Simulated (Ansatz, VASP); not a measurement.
# Two plane-wave programs on GaAs

```xyz
2
Lattice="0.0000 2.8751 2.8751 2.8751 0.0000 2.8751 2.8751 2.8751 0.0000" Properties=species:S:1:pos:R:3 pbc="T T T"
Ga    0.0000    0.0000    0.0000
As    1.4375    1.4375    1.4375
```

Alike in both runs: task single point; functional PBE; k mesh 6 × 6 × 6; occupations gaussian, width 0.1 eV; no spin polarisation.

|  | VASP | Ansatz |
| --- | --- | --- |
| version | VASP 6.6.1 | Ansatz 0.2.0 |
| potentials or method | VASP PAW PBE potentials, release 64 (Ga_d, As), cutoff 520 eV | scalar-relativistic, plane waves, PAW |
| valence electrons in the cell | 18 | 28 |

```tsv
	VASP	Ansatz	Ansatz less VASP
gap on the k mesh at the Fermi level (eV)	0.14	0.14	-0.003
least direct gap on the mesh (eV)	0.14	0.14	-0.003
pressure (GPa)	0.0	-0.1	-0.15
```

VASP's potentials hold 18 valence electrons a cell and Ansatz's 28, so a difference there can come from the potentials and not from the codes.
